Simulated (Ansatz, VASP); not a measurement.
## MgS: VASP beside Ansatz

```
CELL_PARAMETERS angstrom
0.00000 2.59087 2.59087
2.59087 0.00000 2.59087
2.59087 2.59087 0.00000
ATOMIC_POSITIONS crystal
Mg 0.00000 0.00000 0.00000
S 0.50000 0.50000 0.50000
```

Alike in both runs: functional PBEsol; k mesh 8 × 8 × 8; occupations gaussian, width 0.02 eV; no spin polarisation.

Ansatz relaxed the structure, and its values are those at the end. VASP's run is a single point on that final structure, the one shown.

|  | VASP | Ansatz |
| --- | --- | --- |
| version | VASP 6.6.1 | Ansatz 0.2.0 |
| potentials or method | VASP PAW PBE potentials, release 64 (Mg, S), cutoff 600 eV | scalar-relativistic, plane waves, PAW |
| valence electrons in the cell | 8 | 16 |

VASP gave:

```
gap on the k mesh at the Fermi level (eV) : 2.73
least direct gap on the mesh (eV)         : 3.69
pressure (GPa)                            : -0.2
```

**Question.** Estimate Ansatz's values.

**Answer.** gap on the k mesh at the Fermi level (eV): 2.73; least direct gap on the mesh (eV): 3.69; pressure (GPa): 0.0.

VASP's potentials were made for PBE, not for PBEsol, and Ansatz warns of the same on its side. VASP's potentials hold 8 valence electrons a cell and Ansatz's 16, so a difference there can come from the potentials and not from the codes.
